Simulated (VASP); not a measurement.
# C (Fmmm) in VASP: notebook, part 2 of 3

VASP 6.6.1. Earlier steps stand in the parts before.

## (4) Single point, PBEsol+D3(BJ) (atoms shifted along a free coordinate)

The input, INCAR:

```
PREC = Accurate
ENCUT = 520
EDIFF = 1E-6
ISMEAR = 0
SIGMA = 0.03
LREAL = False
LASPH = True
NELM = 60
ALGO = Normal
ISIF = 2
LWAVE = False
LCHARG = False
GGA = PS
IVDW = 12
NBANDS = 11
```

The input, KPOINTS:

```
regular mesh
0
Gamma
  16 16 16
```

The input, POSCAR:

```
C
1.0
    0.0000000000      2.1279941339      3.3243844763
    1.2294111613      0.0000000000      3.3243844763
    1.2294111613      2.1279941339      0.0000000000
C
2
Direct
    0.2019510748      0.7980489252      0.2019510748
    0.7980489252      0.2019510748      0.7980489252
```

Potentials or basis: VASP PAW PBE potentials, release 64 (C).

Launch:

```sh
cat potpaw_PBE.64/C/POTCAR > POTCAR
mpirun -np 1 vasp_std > vasp.out
```

OUTCAR:

```text
PREC = Accurate
   ENCUT = 520
   EDIFF = 1E-6
   ISMEAR = 0
   LREAL = False
   LASPH = True
   NELM = 60
   ISIF = 2
   GGA = PS
   IVDW = 12
 IVDW          = 12

 ion  position               nearest neighbor table
   1  0.202  0.798  0.202-   2 1.30   2 1.30   2 1.72
   2  0.798  0.202  0.798-   1 1.30   1 1.30   1 1.72

  LATTYP: Found a face centered orthorhombic cell.
 ALAT       =     2.4588223226
 B/A-ratio  =     1.7309051690
 C/A-ratio  =     2.7040461165

  Lattice vectors:

 A1 = (   0.0000000000,   2.1279941339,   3.3243844763)
 A2 = (   1.2294111613,   0.0000000000,   3.3243844763)
 A3 = (   1.2294111613,   2.1279941339,   0.0000000000)

Analysis of symmetry for initial positions (statically):
=====================================================================
 Subroutine PRICEL returns:
 Original cell was already a primitive cell.

 Routine SETGRP: Setting up the symmetry group for a
 face centered orthorhombic supercell.

 Subroutine GETGRP returns: Found  8 space group operations
 (whereof  8 operations were pure point group operations)
 out of a pool of  8 trial point group operations.

The static configuration has the point symmetry D_2h.

Analysis of symmetry for dynamics (positions and initial velocities):
=====================================================================
 Subroutine PRICEL returns:
 Original cell was already a primitive cell.

 Routine SETGRP: Setting up the symmetry group for a
 face centered orthorhombic supercell.

 Subroutine GETGRP returns: Found  8 space group operations
 (whereof  8 operations were pure point group operations)
 out of a pool of  8 trial point group operations.

The dynamic configuration has the point symmetry D_2h.

 Subroutine INISYM returns: Found  8 space group operations
 (whereof  8 operations are pure point group operations),
 and found     1 'primitive' translations

----------------------------------------------------------------------------------------

                                     Primitive cell

  volume of cell :      17.3944

  direct lattice vectors                    reciprocal lattice vectors
     0.000000000  2.127994134  3.324384476    -0.406698764  0.234963054  0.150403783
     1.229411161  0.000000000  3.324384476     0.406698764 -0.234963054  0.150403783
     1.229411161  2.127994134  0.000000000     0.406698764  0.234963054 -0.150403783

  length of vectors
     3.947137087  3.544429989  2.457602661     0.493186394  0.493186394  0.493186394

  position of ions in fractional coordinates (direct lattice)
     0.201951075  0.798048925  0.201951075
     0.798048925  0.201951075  0.798048925

  ion indices of the primitive-cell ions
   primitive index   ion index
                 1           1
                 2           2

----------------------------------------------------------------------------------------

 KPOINTS: regular mesh

Automatic generation of k-mesh.
 Grid dimensions read from file:
 generate k-points for:   16   16   16

 Generating k-lattice:

  Cartesian coordinates                     Fractional coordinates (reciprocal lattice)
    -0.025418673  0.014685191  0.009400236     0.062500000  0.000000000  0.000000000
     0.025418673 -0.014685191  0.009400236    -0.000000000  0.062500000 -0.000000000
[... 39 lines left out ...]
 [... further k-points ...]
   k-points           NKPTS =    621   k-points in BZ     NKDIM =    621   number of bands    NBANDS=     11
   number of dos      NEDOS =    301   number of ions     NIONS =      2
   total plane-waves  NPLWV =  15120
   dimension x,y,z NGX =    30 NGY =   28 NGZ =   18
   dimension x,y,z NGXF=    60 NGYF=   56 NGZF=   36
   ions per type =               2
   NGX,Y,Z   is equivalent  to a cutoff of  12.64, 13.13, 12.18 a.u.
   NGXF,Y,Z  is equivalent  to a cutoff of  25.27, 26.27, 24.35 a.u.
 SYSTEM =  unknown system
   PREC   = accura    normal or accurate (medium, high low for compatibility)
   ISTART =      0    job   : 0-new  1-cont  2-samecut
   ICHARG =      2    charge: 1-file 2-atom 10-const
   ISPIN  =      1    spin polarized calculation?
   LNONCOLLINEAR =      F non collinear calculations
   LSORBIT =      F    spin-orbit coupling
   LASPH  =      T    aspherical Exc in radial PAW
   ENCUT  =  520.0 eV  38.22 Ry    6.18 a.u.   7.34  6.59  4.57*2*pi/ulx,y,z
   NELM   =     60;   NELMIN=  2; NELMDL= -5     # of ELM steps
   EDIFF  = 0.1E-05   stopping-criterion for ELM
   LREAL  =      F    real-space projection
   EDIFFG = 0.1E-04   stopping-criterion for IOM
   NSW    =      0    number of steps for IOM
   IBRION =     -1    ionic relax: 0-MD 1-quasi-New 2-CG
   NFREE  =      0    steps in history (QN), initial steepest desc. (CG)
   ISIF   =      2    stress and relaxation
   ISYM   =      2    0-nonsym 1-usesym 2-fastsym
   POTIM  = 0.5000    time-step for ionic-motion
   TEBEG  =    0.0;   TEEND  =   0.0 temperature during run
   PSTRESS=    0.0 pullay stress
   NELECT =       8.0000    total number of electrons
   NUPDOWN=      -1.0000    fix difference up-down
   EMIN   =  10.00;   EMAX   =-10.00  energy-range for DOS
   EFERMI =   0.00;   METHOD = LEGACY
   ISMEAR =     0;   SIGMA  =   0.03  broadening in eV -4-tet -1-fermi 0-gaus
   EFERMI_NEDOS =   21; number of points for ismear=-14 and -15
   IALGO  =     38    algorithm
   IMIX   =      4    mixing-type and parameters
     AMIX     =   0.40;   BMIX     =  1.00
     AMIX_MAG =   1.60;   BMIX_MAG =  1.00
  volume/ion in A,a.u.               =       8.70        58.69
  Fermi-wavevector in a.u.,A,eV,Ry     =   1.263674  2.387999 21.726779  1.596873
  Thomas-Fermi vector in A             =   2.397019
   LORBIT       =      0    0 simple, 1 ext, 2 COOP (PROOUT), +10 PAW based schemes
   GGA     = PS    functional components
   LHFCALC =     F    Hartree Fock is set to
   AEXX    =    0.0000 exact exchange contribution
   IVDW    =    12    specifies the selected vdW correction
   LEPSILON=     F    determine dielectric tensor
   LRPA    =     F    only Hartree local field effects (RPA)
 non-spin polarized calculation
 Gauss-broadening in eV      SIGMA  =   0.03
  energy-cutoff  :      520.00
  volume of cell :       17.39
 maximum number of plane-waves:       483
 NGX is ok and might be reduce to    30
   NGX = 15   NGY = 13   NGZ =  9

 number of electron       8.0000000 magnetization

 Free energy of the ion-electron system (eV)
  ---------------------------------------------------
  ext. energy  EPLUGINS =         0.00000000
  ---------------------------------------------------
  free energy    TOTEN  =       -17.54530564 eV

  energy without entropy =      -17.54513577  energy(sigma->0) =      -17.54522071

 E-fermi :   4.9540     XC(G=0): -10.5988

 val. band max:        4.9461119818   @ k =  -0.3750   0.0625   0.0625
 cond. band min:       4.9624755740   @ k =  -0.2500   0.1875   0.0625
 fundamental gap:      0.0163635922
 Fermi energy:         4.9539766521

 k-point     1 :       0.0000    0.0000    0.0000
  band No.  band energies     occupation
      1     -15.1372      2.00000
      2      -2.4035      2.00000
      3      -2.1220      2.00000
      4       6.7274      0.00000
      5       7.6626      0.00000
      6       8.9602      0.00000
      7      16.5680      0.00000
      8      17.7931      0.00000
      9      19.0622      0.00000
     10      25.8177      0.00000
     11      29.8506      0.00000
[... 309 lines left out ...]
 k-point    24 :      -0.0625    0.0625    0.0000
  band No.  band energies     occupation
      1     -14.7810      2.00000
      2      -3.0721      2.00000
      3      -1.6788      2.00000
      4       4.7736      2.00000
      5       8.7275      0.00000
      6       9.5199      0.00000
      7      14.8852      0.00000
      8      18.3479      0.00000
      9      19.7887      0.00000
     10      27.4706      0.00000
     11      28.0827      0.00000

 [... further k-points ...]

------------------------ aborting loop because EDIFF is reached ----------------------------------------

 Edisp (eV)   -0.22702

 E8    (eV) :    -0.1104

  FORCE on cell =-STRESS in cart. coord.  units (eV):
  Direction    XX          YY          ZZ          XY          YZ          ZX
  --------------------------------------------------------------------------------------
  -------------------------------------------------------------------------------------
  Total       7.57765     1.34374    -0.05345    -0.00000     0.00000     0.00000
  in kB     697.96955   123.77088    -4.92324    -0.00000     0.00000     0.00000
  external pressure =      272.27 kB  Pullay stress =        0.00 kB

 VOLUME and BASIS-vectors are now :
 -----------------------------------------------------------------------------
  energy-cutoff  :      520.00
  volume of cell :       17.39
      direct lattice vectors                 reciprocal lattice vectors
     0.000000000  2.127994134  3.324384476    -0.406698764  0.234963054  0.150403783
     1.229411161  0.000000000  3.324384476     0.406698764 -0.234963054  0.150403783
     1.229411161  2.127994134  0.000000000     0.406698764  0.234963054 -0.150403783

 POSITION                                       TOTAL-FORCE (eV/Angst)
 -----------------------------------------------------------------------------------
      1.22941      0.85950      3.32438         0.000000     -8.255516      0.000000
      1.22941      3.39649      3.32438         0.000000      8.255516      0.000000
 -----------------------------------------------------------------------------------
    total drift:                                0.000000      0.000000      0.000000

  FREE ENERGIE OF THE ION-ELECTRON SYSTEM (eV)
  ---------------------------------------------------
  free  energy   TOTEN  =       -17.7723297492 eV

  energy  without entropy=      -17.7721598764  energy(sigma->0) =      -17.77224481
```

Wall time 73 s (1 thread of AMD EPYC 9R45 (Zen 5), shared host); peak memory 0.19 GiB.

What came out:

| Property | Result |
| --- | --- |
| Free energy | -17.7723 eV |
| Pressure | 27.2 GPa |
| Largest force | 8.256 eV/Å |
| Band gap on the k mesh | zero (bands 4 and 5 overlap by 2.31 eV) |
| Dispersion energy per atom | -0.114 eV |

Forces on the atoms (eV/Å):
```
C    0.000 -8.256  0.000
C    0.000  8.256  0.000
```

Caveat: the cell differs from its parent crystal (atoms shifted along a free coordinate); the cell stands under pressure; the PAW data sets were made with another functional, which shifts forces and pressure a little.

## (5) Single point, PBEsol+D3(BJ) (atoms shifted along a free coordinate)

The input, INCAR:

```
SYSTEM = C
  ALGO = Normal
  EDIFF = 1E-7
  ENCUT = 520
  GGA = PS
  ISIF = 2
  ISMEAR = 0
  IVDW = 12
  LASPH = .True.
  LCHARG = .False.
  LREAL = .False.
  LWAVE = .False.
  NBANDS = 11
  NELM = 80
  PREC = Accurate
  SIGMA = 0.03
```

The input, KPOINTS:

```
k-points
0
Gamma
  16 16 16
  0 0 0
```

The input, POSCAR:

```
C
1.0
    0.0000000000      2.1279941339      3.3243844763
    1.2294111613      0.0000000000      3.3243844763
    1.2294111613      2.1279941339      0.0000000000
C
2
Direct
    0.1432103113      0.8567896887      0.1432103113
    0.8567896887      0.1432103113      0.8567896887
```

Potentials or basis: VASP PAW PBE potentials, release 64 (C).

Launch:

```sh
cat potpaw_PBE.64/C/POTCAR > POTCAR
mpirun -np 1 vasp_std > vasp.out
```

OUTCAR:

```text
SYSTEM = C
   EDIFF = 1E-7
   ENCUT = 520
   GGA = PS
   ISIF = 2
   ISMEAR = 0
   IVDW = 12
   LASPH = .True.
   LREAL = .False.
   NELM = 80
   PREC = Accurate
 IVDW          = 12

 ion  position               nearest neighbor table
   1  0.143  0.857  0.143-   2 1.22   2 1.53   2 1.53
   2  0.857  0.143  0.857-   1 1.22   1 1.53   1 1.53

  LATTYP: Found a face centered orthorhombic cell.
 ALAT       =     2.4588223226
 B/A-ratio  =     1.7309051690
 C/A-ratio  =     2.7040461165

  Lattice vectors:

 A1 = (   0.0000000000,   2.1279941339,   3.3243844763)
 A2 = (   1.2294111613,   0.0000000000,   3.3243844763)
 A3 = (   1.2294111613,   2.1279941339,   0.0000000000)

Analysis of symmetry for initial positions (statically):
=====================================================================
 Subroutine PRICEL returns:
 Original cell was already a primitive cell.

 Routine SETGRP: Setting up the symmetry group for a
 face centered orthorhombic supercell.

 Subroutine GETGRP returns: Found  8 space group operations
 (whereof  8 operations were pure point group operations)
 out of a pool of  8 trial point group operations.

The static configuration has the point symmetry D_2h.

Analysis of symmetry for dynamics (positions and initial velocities):
=====================================================================
 Subroutine PRICEL returns:
 Original cell was already a primitive cell.

 Routine SETGRP: Setting up the symmetry group for a
 face centered orthorhombic supercell.

 Subroutine GETGRP returns: Found  8 space group operations
 (whereof  8 operations were pure point group operations)
 out of a pool of  8 trial point group operations.

The dynamic configuration has the point symmetry D_2h.

 Subroutine INISYM returns: Found  8 space group operations
 (whereof  8 operations are pure point group operations),
 and found     1 'primitive' translations

----------------------------------------------------------------------------------------

[... 121 lines left out ...]
   LEPSILON=     F    determine dielectric tensor
   LRPA    =     F    only Hartree local field effects (RPA)
 non-spin polarized calculation
 Gauss-broadening in eV      SIGMA  =   0.03
  energy-cutoff  :      520.00
  volume of cell :       17.39
 maximum number of plane-waves:       483
 NGX is ok and might be reduce to    30
   NGX = 15   NGY = 13   NGZ =  9

 number of electron       8.0000000 magnetization

 Free energy of the ion-electron system (eV)
  ---------------------------------------------------
  ext. energy  EPLUGINS =         0.00000000
  ---------------------------------------------------
  free energy    TOTEN  =       -17.99280596 eV

  energy without entropy =      -17.99266023  energy(sigma->0) =      -17.99273310

 E-fermi :   4.3722     XC(G=0): -10.5882

 val. band max:        4.3635325962   @ k =   0.1875   0.1250  -0.0000
 cond. band min:       4.3723462606   @ k =   0.1250   0.0625  -0.0000
 fundamental gap:      0.0088136644
 Fermi energy:         4.3721776802

 k-point     1 :       0.0000    0.0000    0.0000
  band No.  band energies     occupation
      1     -15.0456      2.00000
      2      -2.0171      2.00000
      3      -0.8869      2.00000
      4       4.9083      0.00000
      5       8.8538      0.00000
      6       9.3337      0.00000
      7      15.5242      0.00000
      8      16.6568      0.00000
      9      18.8782      0.00000
     10      27.0054      0.00000
     11      28.8496      0.00000
[... 309 lines left out ...]
 k-point    24 :      -0.0625    0.0625    0.0000
  band No.  band energies     occupation
      1     -14.6765      2.00000
      2      -1.6199      2.00000
      3      -1.5211      2.00000
      4       3.1323      2.00000
      5       9.1954      0.00000
      6      10.0890      0.00000
      7      15.4300      0.00000
      8      17.0597      0.00000
      9      19.2630      0.00000
     10      26.1898      0.00000
     11      28.3861      0.00000

 [... further k-points ...]

------------------------ aborting loop because EDIFF is reached ----------------------------------------

 Edisp (eV)   -0.22311

 E8    (eV) :    -0.1085

  FORCE on cell =-STRESS in cart. coord.  units (eV):
  Direction    XX          YY          ZZ          XY          YZ          ZX
  --------------------------------------------------------------------------------------
  -------------------------------------------------------------------------------------
  Total      -0.09886     7.89237    -0.10433     0.00000     0.00000     0.00000
  in kB      -9.10587   726.95750    -9.60966     0.00000     0.00000     0.00000
  external pressure =      236.08 kB  Pullay stress =        0.00 kB

 VOLUME and BASIS-vectors are now :
 -----------------------------------------------------------------------------
  energy-cutoff  :      520.00
  volume of cell :       17.39
      direct lattice vectors                 reciprocal lattice vectors
     0.000000000  2.127994134  3.324384476    -0.406698764  0.234963054  0.150403783
     1.229411161  0.000000000  3.324384476     0.406698764 -0.234963054  0.150403783
     1.229411161  2.127994134  0.000000000     0.406698764  0.234963054 -0.150403783

 POSITION                                       TOTAL-FORCE (eV/Angst)
 -----------------------------------------------------------------------------------
      1.22941      0.60950      3.32438         0.000000     13.909621      0.000000
      1.22941      3.64649      3.32438         0.000000    -13.909621      0.000000
 -----------------------------------------------------------------------------------
    total drift:                                0.000000      0.000000     -0.000000

  FREE ENERGIE OF THE ION-ELECTRON SYSTEM (eV)
  ---------------------------------------------------
  free  energy   TOTEN  =       -18.2159152664 eV

  energy  without entropy=      -18.2157695356  energy(sigma->0) =      -18.21584240
```

stdout:

```text
POSCAR found type information on POSCAR C
 POSCAR found :  1 types and       2 ions
 scaLAPACK will be used
 -----------------------------------------------------------------------------
|                                                                             |
|                                                                             |
|     You enforced a specific xc type in the INCAR file but a different       |
|     I HOPE YOU KNOW WHAT YOU ARE DOING!                                     |
|                                                                             |
 -----------------------------------------------------------------------------

 LDA part: xc-table for (Slater+PW92), standard interpolation
 POSCAR, INCAR and KPOINTS ok, starting setup
 FFT: planning ... GRIDC
 FFT: planning ... GRID_SOFT
 FFT: planning ... GRID
 WAVECAR not read
 entering main loop
```

It took 80 s on 1 thread of AMD EPYC 9R45 (Zen 5), shared host; peak memory 0.19 GiB.

What came out:

```yaml
Free_energy: -18.2159 eV
Pressure: 23.6 GPa
Largest_force: 13.910 eV/Å
Band_gap_on_the_k_mesh: zero (bands 4 and 5 overlap by 1.46 eV)
Dispersion_energy_per_atom: -0.112 eV
```

Forces in eV/Å, atoms in the order of the input:
```
C     0.000  13.910   0.000
C     0.000 -13.910   0.000
```

Stress tensor (GPa, compression positive):
```
-0.91  0.00  0.00
 0.00 72.70  0.00
 0.00  0.00 -0.96
```

Caveat: the cell differs from its parent crystal (atoms shifted along a free coordinate); the cell stands under pressure; the PAW data sets were made with another functional, which shifts forces and pressure a little.

[end of part 2 of 3]
